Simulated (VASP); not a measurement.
A run of VASP 6.6.1 is set up as follows.

Contents of INCAR:

```
  PREC = Accurate
  ENCUT = 520
  EDIFF = 1E-6
  ISMEAR = 0
  SIGMA = 0.15
  LREAL = F
  LASPH = T
  NELM = 80
  ALGO = Normal
  ISIF = 2
  LWAVE = F
  LCHARG = F
  GGA = PS
  NBANDS = 16
```

The input KPOINTS:

```
Automatic mesh
0
Gamma
  18 18 16
```

File POSCAR:

```
WC
1.0
    2.9005014360      0.0000000000      0.0000000000
   -1.4502507180      2.5119079273      0.0000000000
    0.0000000000      0.0000000000      2.8290000000
W C
1 1
Direct
    0.0000000000      0.0000000000      0.0000000000
    0.6666666667      0.3333333333      0.4381406858
```

Potentials or basis: VASP PAW PBE potentials, release 64 (W_sv, C).

Command:

```sh
$ cat potpaw_PBE.64/W_sv/POTCAR potpaw_PBE.64/C/POTCAR > POTCAR
$ mpirun -np 1 vasp_std > vasp.out
```

(1) Estimate the pressure.

(2) What does it give for the band gap on the k mesh?

Results:

(1) 7.6 GPa.

(2) zero (bands 9 and 10 overlap by 1.24 eV).

Caveat: the cell differs from its parent crystal (all C atoms moved +0.175 Å, as atom 2 towards its neighbour atom 2 (C) at 2.829 Å); the cell stands under pressure; the PAW data sets were made with another functional, which shifts forces and pressure a little; spin-orbit coupling is left out, which moves the levels of the heavy elements.
